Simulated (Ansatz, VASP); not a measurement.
## CaCl: VASP beside Ansatz

```
Ca Cl
1.0
     4.25468    0.00000    0.00000
    -2.12734    3.68466    0.00000
     0.00000    0.00000    6.81372
Ca Cl
2 2
Direct
  0.33333 0.66667 0.00000
  0.66667 0.33333 0.50000
  0.33333 0.66667 0.38210
  0.66667 0.33333 0.88210
```

Alike in both runs: task single point; functional PBE; k mesh 6 × 6 × 4; occupations gaussian, width 0.1 eV; no spin polarisation.

|  | VASP | Ansatz |
| --- | --- | --- |
| version | VASP 6.6.1 | Ansatz 0.2.0 |
| potentials or method | VASP PAW PBE potentials, release 64 (Ca_sv, Cl), cutoff 520 eV | scalar-relativistic, plane waves, PAW |
| valence electrons in the cell | 34 | 34 |

VASP gave:

```
gap on the k mesh at the Fermi level (eV)                     : none
pressure (GPa)                                                : 8.6
traceless stress, the component that is largest in VASP (GPa) : -0.30
rms of the force components (eV/Å)                            : 0.045
```

Question: Estimate Ansatz's values.

Answer: gap on the k mesh at the Fermi level (eV): none; pressure (GPa): 8.4; traceless stress, the component that is largest in VASP (GPa): -0.29; rms of the force components (eV/Å): 0.045.

Atom by atom the forces differ by 0.000 eV/Å (rms over components). A gap of «none» marks a metal or a gap that the smearing closes.
